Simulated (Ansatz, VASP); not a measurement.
# Two plane-wave programs on CsHf3Cd

The input INCAR:

```
  PREC = Accurate
  ENCUT = 520
  EDIFF = 1E-6
  ISMEAR = 0
  SIGMA = 0.1
  LREAL = False
  LASPH = True
  NELM = 80
  ALGO = Fast
  ISIF = 2
  LWAVE = False
  LCHARG = True
  GGA = PE
  LELF = True
  LVHAR = True
  NBANDS = 34
```

Contents of KPOINTS:

```
Automatic mesh
0
Gamma
  4 4 4
```

Contents of POSCAR:

```
CsHf3Cd
1.0
    5.0191127400      0.0000000000      0.0000000000
    0.0000000000      5.0191127400      0.0000000000
    0.0000000000      0.0000000000      5.0191127400
Cs Hf Cd
1 3 1
Direct
    0.5000000000      0.5000000000      0.5000000000
    0.0000000000      0.5000000000      0.5000000000
    0.5000000000      0.0000000000      0.5000000000
    0.5000000000      0.5000000000      0.0000000000
    0.0000000000      0.0000000000      0.0000000000
```

Input for Ansatz:

```yaml
crystal:
  lattice:
    - [5.01911274, 0.0, 0.0]
    - [0.0, 5.01911274, 0.0]
    - [0.0, 0.0, 5.01911274]
  atoms:
    - { symbol: Cs, position: [0.5, 0.5, 0.5] }
    - { symbol: Hf, position: [0.0, 0.5, 0.5] }
    - { symbol: Hf, position: [0.5, 0.0, 0.5] }
    - { symbol: Hf, position: [0.5, 0.5, 0.0] }
    - { symbol: Cd, position: [0.0, 0.0, 0.0] }
basis:
  ecutwfc: 420
kpoints:
  mp_grid: { grid: [4, 4, 4] }
hamiltonian:
  xc: pbe
scf:
  occupations: { method: gaussian, width: 0.1 }
  lower_state_search: "off"
output:
  forces: true
  stress: true
  eigenvalues: true
```

Change from the starting cell: species swapped into the Mn3AgN type (Pm-3m, No. 221).

Alike in both runs: task single point; functional PBE; k mesh 4 × 4 × 4; occupations gaussian, width 0.1 eV; no spin polarisation.

|  | VASP | Ansatz |
| --- | --- | --- |
| version | VASP 6.6.1 | Ansatz 0.2.0 |
| potentials or method | VASP PAW PBE potentials, release 64 (Cs_sv, Hf_pv, Cd), cutoff 520 eV | scalar-relativistic, plane waves, PAW |
| valence electrons in the cell | 51 | 107 |

Ansatz gave:

```
gap on the k mesh at the Fermi level (eV) : none
pressure (GPa)                            : 10.0
```

Q: Estimate VASP's values.

A: gap on the k mesh at the Fermi level (eV): none; pressure (GPa): 11.7.

A gap of «none» marks a metal or a gap that the smearing closes. VASP's potentials hold 51 valence electrons a cell and Ansatz's 107, so a difference there can come from the potentials and not from the codes.

Spin-orbit coupling is off throughout.
